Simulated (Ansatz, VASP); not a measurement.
## One calculation of RbCl, two programs

```xyz
2
Lattice="0.0000 3.3064 3.3064 3.3064 0.0000 3.3064 3.3064 3.3064 0.0000" Properties=species:S:1:pos:R:3 pbc="T T T"
Rb    0.0000    0.0000    0.0000
Cl    3.3064    3.3064    3.3064
```

Alike in both runs: functional r2SCAN; k mesh 8 × 8 × 8; occupations fermi-dirac, width 0.02 eV; no spin polarisation.

Ansatz relaxed the structure, and its values are those at the end. VASP's run is a single point on that final structure, the one shown.

|  | VASP | Ansatz |
| --- | --- | --- |
| version | VASP 6.6.1 | Ansatz 0.2.0 |
| potentials or method | VASP PAW PBE potentials, release 64 (Rb_sv, Cl), cutoff 550 eV | PAW plane waves |
| valence electrons in the cell | 16 | 16 |

```csv
,VASP,Ansatz,Ansatz less VASP
gap on the k mesh at the Fermi level (eV),5.55,5.55,-0.001
pressure (GPa),0.0,0.0,-0.01
```

VASP's potentials were made for PBE, not for r2SCAN. With one functional, cell and mesh, what is left measures potentials, basis and numerics.
